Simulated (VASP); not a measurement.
## Pd2PtS3: single point with PBE

Pd2PtS3:

```
CELL_PARAMETERS angstrom
6.31420 0.00000 0.00000
-3.15710 5.46826 0.00000
0.00000 0.00000 3.26120
ATOMIC_POSITIONS crystal
Pd 0.33333 0.66667 0.50000
Pd 0.66667 0.33333 0.50000
Pt 0.00000 0.00000 0.50000
S 0.00000 0.50000 0.00000
S 0.50000 0.00000 0.00000
S 0.50000 0.50000 0.00000
```

```yaml
Program: VASP 6.6.1
Task: single point
Functional: PBE
Potentials_or_basis: VASP PAW PBE potentials, release 64 (Pd, Pt, S)
Cutoff: 520 eV
k_mesh: 6 × 6 × 10
Occupations: gaussian, width 0.1 eV
Spin: no spin polarisation
Dipole_correction: no
Further_INCAR_settings: ALGO = Normal; EDIFF = 1e-06; NBANDS = 33
```

```json
{
  "Pressure": "-0.1 GPa",
  "Band gap on the k mesh": "zero (band 24 reaches 6.32 eV, above the bottom of band 25 at 6.02 eV)"
}
```

Levels at points of the mesh, in eV from the Fermi level:
| k point | band 22 | band 23 | band 24 | band 25 | band 26 | band 27 |
| --- | --- | --- | --- | --- | --- | --- |
| (0.00, 0.00, 0.00) | -0.61 | -0.32 | -0.32 | 0.75 | 0.75 | 2.04 |
| (0.50, 0.00, 0.00) | -0.48 | -0.31 | 0.01 | 0.50 | 0.73 | 1.15 |
| (0.00, 0.00, 0.50) | -0.22 | -0.08 | -0.08 | -0.06 | 1.78 | 2.71 |
| (0.50, 0.00, 0.50) | -0.73 | -0.57 | -0.11 | -0.03 | 0.50 | 2.29 |

Wall time 77 s on 1 thread of Intel(R) Xeon(R) 6975P-C (Granite Rapids), on a shared host, peak memory 0.31 GiB.

Caveat: spin-orbit coupling is left out, which moves the levels of the heavy elements.
